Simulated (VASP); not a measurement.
BP: single point with PBEsol

BP:

```
B P
1.0
     2.20315    2.20315    0.00000
    -2.20315    2.20315    0.00000
     0.00000    2.20315    2.20315
B P
1 1
Direct
  0.00000 0.00000 0.00000
  0.75000 0.25000 0.50000
```

- Program: VASP 6.6.1
- Task: single point
- Functional: PBEsol
- Potentials or basis: VASP PAW PBE potentials, release 64 (B, P)
- Cutoff: 520 eV
- k mesh: 8 × 8 × 8
- Occupations: gaussian, width 0.01 eV
- Spin: no spin polarisation
- Dipole correction: no
- Further INCAR settings: ALGO = Normal; EDIFF = 1e-06; NBANDS = 11

- Pressure: 15.1 GPa
- Band gap on the k mesh: 1.05 eV, indirect (least direct gap 3.50 eV)

Levels at points of the mesh, in eV from the valence-band top:
```tsv
k point	band 1	band 2	band 3	band 4	band 5	band 6	band 7	band 8	band 9
(0.00, 0.00, 0.00)	-16.31	0.00	0.00	0.00	3.50	3.50	3.50	8.71	11.88
(0.50, 0.00, 0.00)	-12.61	-9.75	-1.87	-1.87	4.28	4.71	4.71	10.23	15.19
(0.50, 0.50, 0.00)	-10.96	-9.06	-4.47	-4.47	1.05	1.44	12.94	12.94	16.24
```

It took 3.2 s on 1 thread of Intel(R) Xeon(R) Platinum 8488C (Sapphire Rapids), with other jobs on the host, peak memory 0.13 GiB.

Caveat: the PAW data sets were made with another functional, which shifts forces and pressure a little. A k mesh can miss the band edges.
